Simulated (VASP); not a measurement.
KBr, 2 atoms in the cell. Symmetry: R3m, No. 160, trigonal system. The conventional cell has a = 5.733 Å, b = 5.733 Å, c = 7.442 Å, α = 90.00°, β = 90.00°, γ = 120.00°. Within 4.5 Å of K (site symmetry 3m) lie 8 Br at 3.40 to 4.04 Å and 6 K at 4.14 Å. Br (site symmetry 3m) has 8 K at 3.40 to 4.04 Å and 6 Br at 4.14 Å within 4.5 Å.  This cell differs from its parent crystal: strained and its atoms moved.

| Item | Value |
| --- | --- |
| Program | VASP 6.6.1 |
| Task | single point |
| Functional | PBE |
| Potentials or basis | VASP PAW PBE potentials, release 64 (K_sv, Br) |
| Cutoff | 520 eV |
| k mesh | 6 × 6 × 6 |
| Occupations | gaussian, width 0.02 eV |
| Spin | no spin polarisation |
| Dipole correction | no |
| Further INCAR settings | ALGO = Normal; EDIFF = 1e-06; NBANDS = 15 |

Potentials or basis: VASP PAW PBE potentials, release 64 (K_sv, Br).

Command:

```console
$ cat potpaw_PBE.64/K_sv/POTCAR potpaw_PBE.64/Br/POTCAR > POTCAR
$ mpirun -np 1 vasp_std > vasp.out
```

Hardware: 1 thread of Intel(R) Xeon(R) Platinum 8259CL CPU @ 2.50GHz (Skylake/Cascade Lake), on a shared host.

Problem. Estimate the wall time of this run.

Solution. It took 17 s on 1 thread of Intel(R) Xeon(R) Platinum 8259CL CPU @ 2.50GHz (Skylake/Cascade Lake), with other jobs on the host, peak memory 0.19 GiB. Counts: scf iterations 11, k points 32.
